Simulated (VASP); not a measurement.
# CsIr4Cl (F-43m) in VASP: single point with PBE

Aim: the single point of CsIr4Cl with PBE.

Program: VASP 6.6.1. These are calculated values, not measurements. Logs are shortened: lines on timing, memory, paths and dates and some standing lists are left out, and cuts for length are marked.

## (1) The cell of the first run

The structure is cubic, space group F-43m (No. 216). The conventional cell has a = 8.482 Å, b = 8.482 Å, c = 8.482 Å, α = 90.00°, β = 90.00°, γ = 90.00°. Within 4.6 Å of Cs (site symmetry -43m) lie 12 Ir at 3.51 Å and 6 Cl at 4.24 Å. Within 2.5 Å of Cl (site symmetry -43m) lie 4 Ir at 1.87 Å. Within 2.5 Å of Ir (site symmetry 3m) lie 1 Cl at 1.87 Å.

## (2) Single point, PBE

Contents of INCAR:

```
PREC = Accurate
ENCUT = 560
EDIFF = 1E-6
ISMEAR = -1
SIGMA = 0.1
LREAL = F
LASPH = T
NELM = 120
ALGO = Normal
ISIF = 2
LWAVE = F
LCHARG = T
GGA = PE
LELF = T
LVHAR = T
NBANDS = 51
GGA_COMPAT = F
```

Contents of KPOINTS:

```
regular mesh
0
Gamma
  7 7 7
```

Contents of POSCAR:

```
CsIr4Cl
1.0
    0.0000000000      4.2410030000      4.2410030000
    4.2410030000      0.0000000000      4.2410030000
    4.2410030000      4.2410030000      0.0000000000
Cs Cl Ir
1 1 4
Direct
    0.5000000000      0.5000000000      0.5000000000
    0.0000000000      0.0000000000      0.0000000000
    0.1270000000      0.1270000000      0.1270000000
    0.6190000000      0.1270000000      0.1270000000
    0.1270000000      0.1270000000      0.6190000000
    0.1270000000      0.6190000000      0.1270000000
```

Potentials or basis: VASP PAW PBE potentials, release 64 (Cs_sv, Cl, Ir_sv_GW).

Launch:

```sh
$ cat potpaw_PBE.64/Cs_sv/POTCAR potpaw_PBE.64/Cl/POTCAR potpaw_PBE.64/Ir_sv_GW/POTCAR > POTCAR
$ mpirun -np 1 vasp_std > vasp.out
```

OUTCAR:

```text
PREC = Accurate
   ENCUT = 560
   EDIFF = 1E-6
   ISMEAR = -1
   LREAL = F
   LASPH = T
   NELM = 120
   ISIF = 2
   GGA = PE

 ion  position               nearest neighbor table
   1  0.500  0.500  0.500-
   2  0.000  0.000  0.000-   4 1.87   5 1.87   6 1.87   3 1.87
   3  0.127  0.127  0.127-   2 1.87   4 2.95   5 2.95   6 2.95   5 3.05   6 3.05   4 3.05
   4  0.619  0.127  0.127-   2 1.87   3 2.95   5 2.95   6 2.95   5 3.05   6 3.05   3 3.05
   5  0.127  0.127  0.619-   2 1.87   3 2.95   4 2.95   6 2.95   3 3.05   6 3.05   4 3.05
   6  0.127  0.619  0.127-   2 1.87   3 2.95   4 2.95   5 2.95   3 3.05   5 3.05   4 3.05

  LATTYP: Found a face centered cubic cell.
 ALAT       =     8.4820060000

  Lattice vectors:

 A1 = (   0.0000000000,   4.2410030000,   4.2410030000)
 A2 = (   4.2410030000,   0.0000000000,   4.2410030000)
 A3 = (   4.2410030000,   4.2410030000,   0.0000000000)

Analysis of symmetry for initial positions (statically):
=====================================================================
 Subroutine PRICEL returns:
 Original cell was already a primitive cell.

 Routine SETGRP: Setting up the symmetry group for a
 face centered cubic supercell.

 Subroutine GETGRP returns: Found 24 space group operations
 (whereof 24 operations were pure point group operations)
 out of a pool of 48 trial point group operations.

The static configuration has the point symmetry T_d .

Analysis of symmetry for dynamics (positions and initial velocities):
=====================================================================
 Subroutine PRICEL returns:
 Original cell was already a primitive cell.

 Routine SETGRP: Setting up the symmetry group for a
 face centered cubic supercell.

 Subroutine GETGRP returns: Found 24 space group operations
 (whereof 24 operations were pure point group operations)
 out of a pool of 48 trial point group operations.

The dynamic configuration has the point symmetry T_d .

 Subroutine INISYM returns: Found 24 space group operations
 (whereof 24 operations are pure point group operations),
 and found     1 'primitive' translations

----------------------------------------------------------------------------------------

                                     Primitive cell

  volume of cell :     152.5583

  direct lattice vectors                    reciprocal lattice vectors
     0.000000000  4.241003000  4.241003000    -0.117896639  0.117896639  0.117896639
     4.241003000  0.000000000  4.241003000     0.117896639 -0.117896639  0.117896639
     4.241003000  4.241003000  0.000000000     0.117896639  0.117896639 -0.117896639

  length of vectors
     5.997683961  5.997683961  5.997683961     0.204202969  0.204202969  0.204202969

  position of ions in fractional coordinates (direct lattice)
     0.500000000  0.500000000  0.500000000
     0.000000000  0.000000000  0.000000000
     0.127000000  0.127000000  0.127000000
     0.619000000  0.127000000  0.127000000
     0.127000000  0.127000000  0.619000000
     0.127000000  0.619000000  0.127000000

  ion indices of the primitive-cell ions
   primitive index   ion index
                 1           1
                 2           2
                 3           3
                 4           4
                 5           5
                 6           6

----------------------------------------------------------------------------------------

 KPOINTS: regular mesh

Automatic generation of k-mesh.
 Grid dimensions read from file:
 generate k-points for:    7    7    7

 Generating k-lattice:

  Cartesian coordinates                     Fractional coordinates (reciprocal lattice)
    -0.016842377  0.016842377  0.016842377     0.142857143  0.000000000  0.000000000
     0.016842377 -0.016842377  0.016842377     0.000000000  0.142857143  0.000000000
     0.016842377  0.016842377 -0.016842377     0.000000000  0.000000000  0.142857143

  Length of vectors
     0.029171853  0.029171853  0.029171853

  Shift w.r.t. Gamma in fractional coordinates (k-lattice)
     0.000000000  0.000000000  0.000000000

 Subroutine IBZKPT returns following result:
 ===========================================

 Found     20 irreducible k-points:

 Following reciprocal coordinates:
            Coordinates               Weight
  0.000000  0.000000  0.000000      1.000000
  0.142857  0.000000  0.000000      8.000000
  0.285714  0.000000  0.000000      8.000000
  0.428571  0.000000  0.000000      8.000000
  0.142857  0.142857  0.000000      6.000000
  0.285714  0.142857  0.000000     24.000000
[... 12 lines left out ...]
 -0.428571  0.428571  0.142857     24.000000
 -0.285714  0.428571  0.142857     24.000000
   k-points           NKPTS =     20   k-points in BZ     NKDIM =     20   number of bands    NBANDS=     51
   number of dos      NEDOS =    301   number of ions     NIONS =      6
   total plane-waves  NPLWV = 110592
   dimension x,y,z NGX =    48 NGY =   48 NGZ =   48
   dimension x,y,z NGXF=    96 NGYF=   96 NGZF=   96
   ions per type =               1   1   4
   NGX,Y,Z   is equivalent  to a cutoff of  13.30, 13.30, 13.30 a.u.
   NGXF,Y,Z  is equivalent  to a cutoff of  26.61, 26.61, 26.61 a.u.
 SYSTEM =  unknown system
   PREC   = accura    normal or accurate (medium, high low for compatibility)
   ISTART =      0    job   : 0-new  1-cont  2-samecut
   ICHARG =      2    charge: 1-file 2-atom 10-const
   ISPIN  =      1    spin polarized calculation?
   LNONCOLLINEAR =      F non collinear calculations
   LSORBIT =      F    spin-orbit coupling
   LASPH  =      T    aspherical Exc in radial PAW
   ENCUT  =  560.0 eV  41.16 Ry    6.42 a.u.  11.57 11.57 11.57*2*pi/ulx,y,z
   NELM   =    120;   NELMIN=  2; NELMDL= -5     # of ELM steps
   EDIFF  = 0.1E-05   stopping-criterion for ELM
   LREAL  =      F    real-space projection
   EDIFFG = 0.1E-04   stopping-criterion for IOM
   NSW    =      0    number of steps for IOM
   IBRION =     -1    ionic relax: 0-MD 1-quasi-New 2-CG
   NFREE  =      0    steps in history (QN), initial steepest desc. (CG)
   ISIF   =      2    stress and relaxation
   ISYM   =      2    0-nonsym 1-usesym 2-fastsym
   POTIM  = 0.5000    time-step for ionic-motion
   TEBEG  =    0.0;   TEEND  =   0.0 temperature during run
   PSTRESS=    0.0 pullay stress
   NELECT =      84.0000    total number of electrons
   NUPDOWN=      -1.0000    fix difference up-down
   EMIN   =  10.00;   EMAX   =-10.00  energy-range for DOS
   EFERMI =   0.00;   METHOD = LEGACY
   ISMEAR =    -1;   SIGMA  =   0.10  broadening in eV -4-tet -1-fermi 0-gaus
   EFERMI_NEDOS =   21; number of points for ismear=-14 and -15
   IALGO  =     38    algorithm
   IMIX   =      4    mixing-type and parameters
     AMIX     =   0.40;   BMIX     =  1.00
     AMIX_MAG =   1.60;   BMIX_MAG =  1.00
  volume/ion in A,a.u.               =      25.43       171.59
  Fermi-wavevector in a.u.,A,eV,Ry     =   1.341805  2.535643 24.496476  1.800440
  Thomas-Fermi vector in A             =   2.470009
   LORBIT       =      0    0 simple, 1 ext, 2 COOP (PROOUT), +10 PAW based schemes
   GGA     = PE    functional components
   LHFCALC =     F    Hartree Fock is set to
   AEXX    =    0.0000 exact exchange contribution
   IVDW    =     0    specifies the selected vdW correction
   LEPSILON=     F    determine dielectric tensor
   LRPA    =     F    only Hartree local field effects (RPA)
 non-spin polarized calculation
  energy-cutoff  :      560.00
  volume of cell :      152.56
 maximum number of plane-waves:      4621
 NGX is ok and might be reduce to    48
   NGX = 23   NGY = 23   NGZ = 23

 number of electron      83.9999998 magnetization

 Free energy of the ion-electron system (eV)
  ---------------------------------------------------
  ext. energy  EPLUGINS =         0.00000000
  ---------------------------------------------------
  free energy    TOTEN  =       -27.23568793 eV

  energy without entropy =      -27.08787422  energy(sigma->0) =      -27.16178108

 E-fermi :   4.1937     XC(G=0):  -9.9976

 val. band max:        4.0826715082   @ k =  -0.4286   0.2857   0.1429
 cond. band min:       4.1994682486   @ k =  -0.1429   0.1429   0.0000
 fundamental gap:      0.1167967404
 Fermi energy:         4.1937305795

 k-point     1 :       0.0000    0.0000    0.0000
  band No.  band energies     occupation
      1     -87.2412      2.00000
      2     -87.2291      2.00000
      3     -87.2291      2.00000
      4     -87.2291      2.00000
      5     -45.2826      2.00000
      6     -44.9706      2.00000
[... 43 lines left out ...]
     50       7.2140      0.00000
     51      10.7797      0.00000

 k-point     2 :       0.1429    0.0000    0.0000
  band No.  band energies     occupation
      1     -87.2410      2.00000
      2     -87.2295      2.00000
      3     -87.2289      2.00000
      4     -87.2289      2.00000
      5     -45.2723      2.00000
      6     -44.9805      2.00000
[... 43 lines left out ...]
     50       7.7042      0.00000
     51      10.7838      0.00000

 k-point     3 :       0.2857    0.0000    0.0000
  band No.  band energies     occupation
      1     -87.2401      2.00000
      2     -87.2306      2.00000
      3     -87.2288      2.00000
      4     -87.2288      2.00000
      5     -45.2465      2.00000
      6     -45.0058      2.00000
[... 43 lines left out ...]
     50       8.5936      0.00000
     51      10.8271      0.00000
[... 811 lines left out ...]
 k-point    19 :      -0.4286    0.4286    0.1429
  band No.  band energies     occupation
      1     -87.2365      2.00000
      2     -87.2339      2.00000
      3     -87.2288      2.00000
      4     -87.2286      2.00000
      5     -45.1853      2.00000
      6     -45.0683      2.00000
[... 43 lines left out ...]
     50      10.0367      0.00000
     51      10.5682      0.00000

 k-point    20 :      -0.2857    0.4286    0.1429
  band No.  band energies     occupation
      1     -87.2361      2.00000
      2     -87.2344      2.00000
      3     -87.2287      2.00000
      4     -87.2287      2.00000
      5     -45.1813      2.00000
      6     -45.0723      2.00000
[... 43 lines left out ...]
     50       9.9350      0.00000
     51      10.6671      0.00000

------------------------ aborting loop because EDIFF is reached ----------------------------------------

  FORCE on cell =-STRESS in cart. coord.  units (eV):
  Direction    XX          YY          ZZ          XY          YZ          ZX
  --------------------------------------------------------------------------------------
  -------------------------------------------------------------------------------------
  Total       18.9742184     18.9742184     18.9742184      0.0000000      0.0000000      0.0000000
  in kB      199.2685417    199.2685417    199.2685417      0.0000000      0.0000000      0.0000000
  external PRESSURE =     199.2685417 kB  Pullay stress =       0.0000000 kB

 VOLUME and BASIS-vectors are now :
 -----------------------------------------------------------------------------
  energy-cutoff  :      560.00
  volume of cell :      152.56
      direct lattice vectors                 reciprocal lattice vectors
     0.000000000  4.241003000  4.241003000    -0.117896639  0.117896639  0.117896639
     4.241003000  0.000000000  4.241003000     0.117896639 -0.117896639  0.117896639
     4.241003000  4.241003000  0.000000000     0.117896639  0.117896639 -0.117896639

 POSITION                                       TOTAL-FORCE (eV/Angst)
 -----------------------------------------------------------------------------------
      4.24100      4.24100      4.24100        -0.000000     -0.000000      0.000000
      0.00000      0.00000      0.00000        -0.000000     -0.000000      0.000000
      1.07721      1.07721      1.07721         6.489956      6.489956      6.489956
      1.07721      3.16379      3.16379         6.489956     -6.489956     -6.489956
      3.16379      3.16379      1.07721        -6.489956     -6.489956      6.489956
      3.16379      1.07721      3.16379        -6.489956      6.489956     -6.489956
 -----------------------------------------------------------------------------------
    total drift:                                0.000000      0.000000      0.000000

  FREE ENERGIE OF THE ION-ELECTRON SYSTEM (eV)
  ---------------------------------------------------
  free  energy   TOTEN  =       -27.2356879343 eV

  energy  without entropy=      -27.0878742240  energy(sigma->0) =      -27.16178108
```

Wall time 5.2 min (1 thread of Intel Xeon Platinum 8259CL at 2.50GHz (Skylake/Cascade Lake), shared host); peak memory 0.41 GiB.

What came out:

* Free energy: -27.2357 eV
* Pressure: 19.9 GPa
* Largest force: 11.241 eV/Å
* Band gap on the k mesh: zero (bands 42 and 43 overlap by 0.87 eV)

Forces on the atoms (eV/Å):
```
Cs   0.000  0.000  0.000
Cl   0.000  0.000  0.000
Ir   6.490  6.490  6.490
Ir   6.490 -6.490 -6.490
Ir  -6.490 -6.490  6.490
Ir  -6.490  6.490 -6.490
```

Levels at points of the mesh, in eV from the Fermi level:
```
           k point  band 39  band 40  band 41  band 42  band 43  band 44  band 45  band 46
(0.00, 0.00, 0.00)    -0.39     0.62     0.62     0.62     0.85     0.85     0.85     2.43
```

Caveat: the cell stands under pressure; spin-orbit coupling is left out, which moves the levels of the heavy elements; forces of over 1 eV/Å act on the atoms, so gaps and moduli don't describe the material at rest.

The gap in the log of VASP goes by the Fermi energy; the results here count the filled bands.